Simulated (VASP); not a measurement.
# Zn in VASP: notebook

Zn is run at these levels: PBE; tasks: single point.

Program: VASP 6.6.1. These are calculated values, not measurements. Logs are shortened: lines on timing, memory, paths and dates and some standing lists are left out, and cuts for length are marked.

**1. The cell of the first run**

The cell holds a wire with vacuum, 4 atoms: a = 11.500 Å, b = 9.300 Å, c = 4.920 Å, α = 90.00°, β = 90.00°, γ = 90.00°.

**2. Single point, PBE, collinear spin, ferromagnetic start**

File INCAR:

```
PREC     = Accurate       # precision mode
ENCUT    = 520            # plane-wave cutoff, eV
EDIFF    = 1E-6           # SCF threshold, eV
ISMEAR   = 0              # smearing method
SIGMA    = 0.05           # smearing width, eV
LREAL    = False          # projectors in reciprocal space
LASPH    = True           # aspherical terms in the spheres
NELM     = 150            # most SCF steps
ALGO     = Normal         # electronic algorithm
ISIF     = 2              # what is computed and relaxed
LWAVE    = False          # write WAVECAR
LCHARG   = True           # write CHGCAR
ISPIN    = 2              # spin polarisation
MAGMOM   = 0.5 0.5 0.5 0.5 # initial moments
LORBIT   = 11             # projections on sites
GGA      = PE             # functional
LELF     = True           # ELF
LVHAR    = True         
NBANDS   = 36             # bands
```

File KPOINTS:

```
Automatic mesh
0
Gamma
  1 1 14
```

File POSCAR:

```
Zn
1.0
   11.5000000000      0.0000000000      0.0000000000
    0.0000000000      9.3000000000      0.0000000000
    0.0000000000      0.0000000000      4.9195738818
Zn
4
Direct
    0.3809673718      0.5000000000      0.0000000000
    0.3809673718      0.5000000000      0.5000000000
    0.6190326282      0.5000000000      0.0000000000
    0.6190326282      0.5000000000      0.5000000000
```

Potentials or basis: VASP PAW PBE potentials, release 64 (Zn).

Command:

```bash
cat potpaw_PBE.64/Zn/POTCAR > POTCAR
mpirun -np 1 vasp_std > vasp.out
```

OUTCAR:

```text
PREC = Accurate
   ENCUT = 520
   EDIFF = 1E-6
   ISMEAR = 0
   LREAL = False
   LASPH = True
   NELM = 150
   ISIF = 2
   ISPIN = 2
   LORBIT = 11
   GGA = PE

 ion  position               nearest neighbor table
   1  0.381  0.500  0.000-   2 2.46   2 2.46   3 2.74
   2  0.381  0.500  0.500-   1 2.46   1 2.46   4 2.74
   3  0.619  0.500  0.000-   4 2.46   4 2.46   1 2.74
   4  0.619  0.500  0.500-   3 2.46   3 2.46   2 2.74

  LATTYP: Found a simple orthorhombic cell.
 ALAT       =     4.9195738818
 B/A-ratio  =     1.8904076295
 C/A-ratio  =     2.3376008322

  Lattice vectors:

 A1 = (   0.0000000000,   0.0000000000,  -4.9195738818)
 A2 = (   0.0000000000,   9.3000000000,   0.0000000000)
 A3 = (  11.5000000000,   0.0000000000,   0.0000000000)

Analysis of symmetry for initial positions (statically):
=====================================================================
 Subroutine PRICEL returns following result:

  LATTYP: Found a simple orthorhombic cell.
 ALAT       =     2.4597869409
 B/A-ratio  =     3.7808152590
 C/A-ratio  =     4.6752016643
[... 12 lines left out ...]
 Subroutine GETGRP returns: Found  8 space group operations
 (whereof  8 operations were pure point group operations)
 out of a pool of  8 trial point group operations.

The static configuration has the point symmetry D_2h.

Analysis of symmetry for dynamics (positions and initial velocities):
=====================================================================
 Subroutine PRICEL returns following result:

  LATTYP: Found a simple orthorhombic cell.
 ALAT       =     2.4597869409
 B/A-ratio  =     3.7808152590
 C/A-ratio  =     4.6752016643
[... 12 lines left out ...]
 Subroutine GETGRP returns: Found  8 space group operations
 (whereof  8 operations were pure point group operations)
 out of a pool of  8 trial point group operations.

The dynamic configuration has the point symmetry D_2h.

Analysis of structural, dynamic, and magnetic symmetry:
=====================================================================
 Subroutine PRICEL returns following result:

  LATTYP: Found a simple orthorhombic cell.
 ALAT       =     2.4597869409
 B/A-ratio  =     3.7808152590
 C/A-ratio  =     4.6752016643
[... 12 lines left out ...]
 Subroutine GETGRP returns: Found  8 space group operations
 (whereof  8 operations were pure point group operations)
 out of a pool of  8 trial point group operations.

The overall configuration has the point symmetry D_2h.

 Subroutine INISYM returns: Found  8 space group operations
 (whereof  8 operations are pure point group operations),
 and found     2 'primitive' translations

----------------------------------------------------------------------------------------

                                     Primitive cell

  volume of cell :     263.0742

  direct lattice vectors                    reciprocal lattice vectors
     0.000000000  0.000000000 -2.459786941     0.000000000  0.000000000 -0.406539275
     0.000000000  9.300000000  0.000000000     0.000000000  0.107526882  0.000000000
    11.500000000  0.000000000  0.000000000     0.086956522  0.000000000  0.000000000

  length of vectors
     2.459786941  9.300000000 11.500000000     0.406539275  0.107526882  0.086956522

  position of ions in fractional coordinates (direct lattice)
     0.000000000  0.500000000  0.380967372
     0.000000000  0.500000000  0.619032628

  ion indices of the primitive-cell ions
   primitive index   ion index
                 1           1
                 2           3

----------------------------------------------------------------------------------------

 KPOINTS: Automatic mesh

Automatic generation of k-mesh.
 Grid dimensions read from file:
 generate k-points for:    1    1   14

 Generating k-lattice:

  Cartesian coordinates                     Fractional coordinates (reciprocal lattice)
     0.086956522  0.000000000  0.000000000     1.000000000  0.000000000  0.000000000
     0.000000000  0.107526882  0.000000000     0.000000000  1.000000000  0.000000000
     0.000000000  0.000000000  0.014519260     0.000000000  0.000000000  0.071428571

  Length of vectors
     0.086956522  0.107526882  0.014519260

  Shift w.r.t. Gamma in fractional coordinates (k-lattice)
     0.000000000  0.000000000  0.000000000

 Subroutine IBZKPT returns following result:
 ===========================================

 Found      8 irreducible k-points:

 Following reciprocal coordinates:
            Coordinates               Weight
  0.000000  0.000000  0.000000      1.000000
  0.000000  0.000000  0.071429      2.000000
  0.000000  0.000000  0.142857      2.000000
  0.000000  0.000000  0.214286      2.000000
  0.000000  0.000000  0.285714      2.000000
  0.000000  0.000000  0.357143      2.000000
  0.000000  0.000000  0.428571      2.000000
  0.000000  0.000000  0.500000      1.000000
   k-points           NKPTS =      8   k-points in BZ     NKDIM =      8   number of bands    NBANDS=     36
   number of dos      NEDOS =    301   number of ions     NIONS =      4
   total plane-waves  NPLWV = 252000
   dimension x,y,z NGX =    90 NGY =   70 NGZ =   40
   dimension x,y,z NGXF=   180 NGYF=  140 NGZF=   80
   ions per type =               4
   NGX,Y,Z   is equivalent  to a cutoff of  13.01, 12.51, 13.52 a.u.
   NGXF,Y,Z  is equivalent  to a cutoff of  26.02, 25.03, 27.03 a.u.
 SYSTEM =  unknown system
   PREC   = accura    normal or accurate (medium, high low for compatibility)
   ISTART =      0    job   : 0-new  1-cont  2-samecut
   ICHARG =      2    charge: 1-file 2-atom 10-const
   ISPIN  =      2    spin polarized calculation?
   LNONCOLLINEAR =      F non collinear calculations
   LSORBIT =      F    spin-orbit coupling
   LASPH  =      T    aspherical Exc in radial PAW
   ENCUT  =  520.0 eV  38.22 Ry    6.18 a.u.  21.38 17.29  9.15*2*pi/ulx,y,z
   NELM   =    150;   NELMIN=  2; NELMDL= -5     # of ELM steps
   EDIFF  = 0.1E-05   stopping-criterion for ELM
   LREAL  =      F    real-space projection
   EDIFFG = 0.1E-04   stopping-criterion for IOM
   NSW    =      0    number of steps for IOM
   IBRION =     -1    ionic relax: 0-MD 1-quasi-New 2-CG
   NFREE  =      0    steps in history (QN), initial steepest desc. (CG)
   ISIF   =      2    stress and relaxation
   ISYM   =      2    0-nonsym 1-usesym 2-fastsym
   POTIM  = 0.5000    time-step for ionic-motion
   TEBEG  =    0.0;   TEEND  =   0.0 temperature during run
   PSTRESS=    0.0 pullay stress
   NELECT =      48.0000    total number of electrons
   NUPDOWN=      -1.0000    fix difference up-down
   EMIN   =  10.00;   EMAX   =-10.00  energy-range for DOS
   EFERMI =   0.00;   METHOD = LEGACY
   ISMEAR =     0;   SIGMA  =   0.05  broadening in eV -4-tet -1-fermi 0-gaus
   EFERMI_NEDOS =   21; number of points for ismear=-14 and -15
   IALGO  =     38    algorithm
   IMIX   =      4    mixing-type and parameters
     AMIX     =   0.40;   BMIX     =  1.00
     AMIX_MAG =   1.60;   BMIX_MAG =  1.00
  volume/ion in A,a.u.               =     131.54       887.66
  Fermi-wavevector in a.u.,A,eV,Ry     =   0.736975  1.392680  7.389752  0.543131
  Thomas-Fermi vector in A             =   1.830544
   LORBIT       =     11    0 simple, 1 ext, 2 COOP (PROOUT), +10 PAW based schemes
   GGA     = PE    functional components
   LHFCALC =     F    Hartree Fock is set to
   AEXX    =    0.0000 exact exchange contribution
   IVDW    =     0    specifies the selected vdW correction
   LEPSILON=     F    determine dielectric tensor
   LRPA    =     F    only Hartree local field effects (RPA)
 spin polarized calculation
 Gauss-broadening in eV      SIGMA  =   0.05
  energy-cutoff  :      520.00
  volume of cell :      526.15
 maximum number of plane-waves:     14204
 NGX is ok and might be reduce to    90

 number of electron      48.0000082 magnetization       0.5880033

 Free energy of the ion-electron system (eV)
  ---------------------------------------------------
  ext. energy  EPLUGINS =         0.00000000
  ---------------------------------------------------
  free energy    TOTEN  =        -1.17062553 eV

  energy without entropy =       -1.16516072  energy(sigma->0) =       -1.16789312

 E-fermi :  -2.7517     XC(G=0):  -2.7722

 val. band max:       -2.7541233262   @ k =   0.0000   0.0000   0.0000
 cond. band min:      -2.7168312900   @ k =   0.0000   0.0000   0.0714
 fundamental gap:      0.0372920361
 Fermi energy:        -2.7516553997

 spin component 1

 k-point     1 :       0.0000    0.0000    0.0000
  band No.  band energies     occupation
      1     -10.9250      1.00000
      2     -10.8258      1.00000
      3     -10.5017      1.00000
      4     -10.3645      1.00000
      5     -10.3215      1.00000
      6     -10.3108      1.00000
[... 301 lines left out ...]
     35       2.4584      0.00000
     36       2.4584      0.00000
 Fermi energy:        -2.7516553997

 spin component 2

 k-point     1 :       0.0000    0.0000    0.0000
  band No.  band energies     occupation
      1     -10.9196      1.00000
      2     -10.8263      1.00000
      3     -10.4854      1.00000
      4     -10.3539      1.00000
      5     -10.3020      1.00000
      6     -10.2941      1.00000
[... 301 lines left out ...]
     35       2.7348      0.00000
     36       2.7348      0.00000

------------------------ aborting loop because EDIFF is reached ----------------------------------------

  FORCE on cell =-STRESS in cart. coord.  units (eV):
  Direction    XX          YY          ZZ          XY          YZ          ZX
  --------------------------------------------------------------------------------------
  -------------------------------------------------------------------------------------
  Total        0.0174295      0.0520139      0.1556060      0.0000000      0.0000000      0.0000000
  in kB        0.0530748      0.1583878      0.4738367      0.0000000      0.0000000      0.0000000
  external PRESSURE =       0.2284331 kB  Pullay stress =       0.0000000 kB

 VOLUME and BASIS-vectors are now :
 -----------------------------------------------------------------------------
  energy-cutoff  :      520.00
  volume of cell :      526.15
      direct lattice vectors                 reciprocal lattice vectors
    11.500000000  0.000000000  0.000000000     0.086956522  0.000000000  0.000000000
     0.000000000  9.300000000  0.000000000     0.000000000  0.107526882  0.000000000
     0.000000000  0.000000000  4.919573882     0.000000000  0.000000000  0.203269638

 POSITION                                       TOTAL-FORCE (eV/Angst)
 -----------------------------------------------------------------------------------
      4.38112      4.65000      0.00000        -0.005761      0.000000     -0.000000
      4.38112      4.65000      2.45979        -0.005761     -0.000000     -0.000000
      7.11888      4.65000      0.00000         0.005761      0.000000      0.000000
      7.11888      4.65000      2.45979         0.005761      0.000000      0.000000
 -----------------------------------------------------------------------------------
    total drift:                                0.000000     -0.000000      0.000000

  FREE ENERGIE OF THE ION-ELECTRON SYSTEM (eV)
  ---------------------------------------------------
  free  energy   TOTEN  =        -1.1706255265 eV

  energy  without entropy=       -1.1651607183  energy(sigma->0) =       -1.16789312

 total charge

# of ion       s       p       d       tot
------------------------------------------
    1        0.733   0.252   9.716  10.701
    2        0.733   0.252   9.716  10.701
    3        0.733   0.252   9.716  10.701
    4        0.733   0.252   9.716  10.701
--------------------------------------------------
tot          2.932   1.006  38.866  42.804

 magnetization (x)

# of ion       s       p       d       tot
------------------------------------------
    1       -0.002   0.033  -0.002   0.029
    2       -0.002   0.033  -0.002   0.029
    3       -0.002   0.033  -0.002   0.029
    4       -0.002   0.033  -0.002   0.029
--------------------------------------------------
tot         -0.008   0.131  -0.009   0.115
```

It took 6.3 min on 1 thread of Intel Xeon Platinum 8375C at 2.90GHz (Ice Lake), shared host; peak memory 0.81 GiB.

Results:

```
Free energy                                           : -1.1706 eV
Largest force                                         : 0.006 eV/Å
Net moment                                            : 0.59 μB per cell
Site moments                                          : Zn +0.03 μB
Valence electrons inside the program's atomic spheres : Zn 10.70
```

Forces in eV/Å, atoms in the order of the input:
```
Zn  -0.006  0.000  0.000
Zn  -0.006  0.000  0.000
Zn   0.006  0.000  0.000
Zn   0.006  0.000  0.000
```

Levels at points of the mesh, in eV from the Fermi level:
Spin up:
| k point | band 21 | band 22 | band 23 | band 24 | band 25 | band 26 | band 27 | band 28 |
| --- | --- | --- | --- | --- | --- | --- | --- | --- |
| (0.00, 0.00, 0.00) | -6.12 | -3.94 | -0.26 | -0.20 | -0.16 | 0.52 | 1.50 | 1.59 |
| (0.00, 0.00, 0.50) | -4.80 | -4.80 | -2.61 | -2.61 | 1.54 | 1.54 | 1.60 | 1.60 |
Spin down:
```
           k point  band 21  band 22  band 23  band 24  band 25  band 26  band 27  band 28
(0.00, 0.00, 0.00)    -5.98    -3.81    -0.14     0.00     0.05     0.66     1.59     1.75
(0.00, 0.00, 0.50)    -4.66    -4.66    -2.48    -2.48     1.73     1.73     1.81     1.81
```

**3. Single point, PBE, collinear spin, ferromagnetic start**

This run uses another cell than the first one: it holds 2 atoms, not 4.

File INCAR:

```
SYSTEM = Zn
ALGO = Normal
EDIFF = 1E-6
ENCUT = 520
GGA = PE
ISIF = 2
ISMEAR = 0
ISPIN = 2
LASPH = .True.
LCHARG = .True.
LELF = .True.
LORBIT = 11
LREAL = .False.
LVHAR = .True.
LWAVE = .False.
MAGMOM = 0.5 0.5
NBANDS = 23
NELM = 150
PREC = Accurate
SIGMA = 0.05
```

File KPOINTS:

```
k-points
0
Gamma
  1 1 15
  0 0 0
```

File POSCAR:

```
Zn
1.0
   10.1000000000      0.0000000000      0.0000000000
    0.0000000000      9.3000000000      0.0000000000
    0.0000000000      0.0000000000      5.0943016702
Zn
2
Direct
    0.4999452036      0.5000000000      0.0000000000
    0.5000547964      0.5000000000      0.5000000000
```

Potentials or basis: VASP PAW PBE potentials, release 64 (Zn).

Command:

```bash
cat potpaw_PBE.64/Zn/POTCAR > POTCAR
mpirun -np 1 vasp_std > vasp.out
```

It took 9.3 min on 1 thread of Oxide Virtual Turin-like, shared host; peak memory 0.67 GiB.

It converged, with:

| Property | Result |
| --- | --- |
| Free energy | -0.2870 eV |
| Net moment | 0.13 μB per cell |
| Valence electrons inside the program's atomic spheres | Zn 10.68 |

Levels at points of the mesh, in eV from the Fermi level:
Spin up:
| k point | band 9 | band 10 | band 11 | band 12 | band 13 | band 14 | band 15 | band 16 |
| --- | --- | --- | --- | --- | --- | --- | --- | --- |
| (0.00, 0.00, 0.00) | -7.36 | -7.22 | -5.43 | -0.01 | -0.01 | 0.03 | 0.79 | 1.91 |
Spin down:
| k point | band 10 | band 11 | band 12 | band 13 | band 14 | band 15 |
| --- | --- | --- | --- | --- | --- | --- |
| (0.00, 0.00, 0.00) | -7.21 | -5.37 | 0.07 | 0.08 | 0.08 | 0.83 |

**4. Single point, PBE, collinear spin, ferromagnetic start**

This run uses another cell than the first one, of 126.74 Å³/atom, 0.963 times its volume.

File INCAR:

```
SYSTEM = Zn
ALGO = Normal ; EDIFF = 1E-7
ENCUT = 520 ; GGA = PE
ISIF = 2 ; ISMEAR = 0
ISPIN = 2 ; LASPH = .True.
LCHARG = .False. ; LORBIT = 11
LREAL = .False. ; LWAVE = .False.
MAGMOM = 0.5 0.5 0.5 0.5 ; NBANDS = 36
NELM = 150 ; PREC = Accurate
SIGMA = 0.05
```

File KPOINTS:

```
k-points
0
Gamma
  1 1 14
  0 0 0
```

File POSCAR:

```
Zn
1.0
   11.5000000000      0.0000000000      0.0000000000
    0.0000000000      9.3000000000      0.0000000000
    0.0000000000      0.0000000000      4.7399811616
Zn
4
Direct
    0.3918047778      0.5000000000      0.0000000000
    0.3918047778      0.5000000000      0.5000000000
    0.6081952222      0.5000000000      0.0000000000
    0.6081952222      0.5000000000      0.5000000000
```

Command:

```bash
cat potpaw_PBE.64/Zn/POTCAR > POTCAR
mpirun -np 1 vasp_std > vasp.out
```

It took 23 min on 1 thread of Oxide Virtual Turin-like, shared host; peak memory 0.72 GiB.

The run converged. Its results:

- Free energy: -1.0086 eV
- Largest force: 0.373 eV/Å
- Net moment: 0.22 μB per cell
- Valence electrons inside the program's atomic spheres: Zn 10.76

Forces in eV/Å, atoms in the order of the input:
```
Zn  -0.373  0.000  0.000
Zn  -0.373  0.000  0.000
Zn   0.373  0.000  0.000
Zn   0.373  0.000  0.000
```

Levels at points of the mesh, in eV from the Fermi level:
Spin up:
| k point | band 22 | band 23 | band 24 | band 25 | band 26 | band 27 |
| --- | --- | --- | --- | --- | --- | --- |
| (0.00, 0.00, 0.00) | -3.75 | -0.38 | -0.27 | -0.11 | 0.87 | 1.90 |
| (0.00, 0.00, 0.50) | -5.08 | -2.31 | -2.31 | 1.63 | 1.63 | 1.83 |
Spin down:
| k point | band 22 | band 23 | band 24 | band 25 | band 26 | band 27 |
| --- | --- | --- | --- | --- | --- | --- |
| (0.00, 0.00, 0.00) | -3.68 | -0.33 | -0.25 | 0.01 | 0.91 | 1.93 |
| (0.00, 0.00, 0.50) | -5.03 | -2.24 | -2.24 | 1.66 | 1.66 | 1.95 |

**5. The runs side by side**

| cell | k mesh | gap on the mesh (eV) | moment (μB) | largest force (eV/Å) |
| --- | --- | --- | --- | --- |
| a = 11.500, b = 9.300, c = 4.920 Å, 4 atoms | 1 × 1 × 14 | none | 0.59 | 0.01 |
| a = 10.100, b = 9.300, c = 5.094 Å, 2 atoms | 1 × 1 × 15 | none | 0.13 | - |
| a = 11.500, b = 9.300, c = 4.740 Å, 4 atoms | 1 × 1 × 14 | none | 0.22 | 0.37 |

Alike in all rows: task single point; level PBE; potentials or basis VASP PAW PBE potentials, release 64 (Zn); spin collinear, ferromagnetic start; cutoff (eV) 520; smearing gaussian 0.05 eV.

Absolute energies hang on the potentials; compare differences alone.
